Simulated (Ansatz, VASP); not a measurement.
**Two plane-wave programs on PbF2**

POSCAR

```
PbF2
1.0
    0.0000000000      2.9900432803      2.9900432803
    2.9900432803      0.0000000000      2.9900432803
    2.9900432803      2.9900432803      0.0000000000
Pb F
1 2
Direct
    0.0000000000      0.0000000000      0.0000000000
    0.2500000000      0.2500000000      0.2500000000
    0.7500000000      0.7500000000      0.7500000000
```

INCAR.step1

```
SYSTEM = PbF2
PREC = Accurate ; ENCUT = 520
ISMEAR = 0 ; SIGMA = 0.01
LREAL = .False. ; LASPH = .True.
NELM = 100 ; NBANDS = 21
GGA = PE ; ALGO = Normal
EDIFF = 1E-4 ; LWAVE = .True.
LCHARG = .False.
```

File INCAR.step2:

```
SYSTEM = PbF2
PREC = Accurate ; ENCUT = 520
EDIFF = 1E-6 ; ISMEAR = 0
SIGMA = 0.01 ; LREAL = .False.
LASPH = .True. ; NELM = 100
ALGO = Normal ; ISIF = 2
LWAVE = .False. ; LCHARG = .False.
METAGGA = R2SCAN ; LMIXTAU = .True.
NBANDS = 21 ; ISTART = 1
```

KPOINTS

```
regular mesh
0
Gamma
  8 8 8
  0 0 0
```

Input for Ansatz:

```yaml
crystal:
  lattice:
    - [0.0, 2.9900432803, 2.9900432803]
    - [2.9900432803, 0.0, 2.9900432803]
    - [2.9900432803, 2.9900432803, 0.0]
  atoms:
    - { symbol: Pb, position: [0.0, 0.0, 0.0] }
    - { symbol: F, position: [0.25, 0.25, 0.25] }
    - { symbol: F, position: [0.75, 0.75, 0.75] }
kpoints:
  mp_grid: { grid: [8, 8, 8] }
  band_path:
    path:
      - [0.0, 0.0, 0.0]
      - [0.5, 0.0, 0.5]
      - [0.625, 0.25, 0.625]
      - [0.375, 0.375, 0.75]
      - [0.5, 0.5, 0.5]
      - [0.5, 0.25, 0.75]
      - [0.25, -0.5, -0.25]
      - [0.0, 0.5, 0.5]
    npoints: 1
hamiltonian:
  xc: r2scan
scf:
  occupations: { method: fixed }
  n_extra_bands: 4
output:
  forces: true
  stress: true
  eigenvalues: true
```

Change from the starting cell: hydrostatic strain +1.0%.

Alike in both runs: task single point; functional r2SCAN; k mesh 8 × 8 × 8; no spin polarisation.

|  | VASP | Ansatz |
| --- | --- | --- |
| version | VASP 6.6.1 | Ansatz 0.2.0 |
| potentials or method | VASP PAW PBE potentials, release 64 (Pb_d, F) | plane waves, PAW |
| plane-wave cutoff (eV) | 520 | 500 |
| occupations | gaussian, width 0.01 eV | fixed |
| valence electrons in the cell | 28 | 28 |

```csv
,VASP,Ansatz,Ansatz less VASP
gap on the k mesh at the Fermi level (eV),4.94,4.94,0.000
pressure (GPa),-2.2,-2.1,+0.09
```

VASP's potentials were made for PBE, not for r2SCAN.

Neither program's run includes spin-orbit coupling.
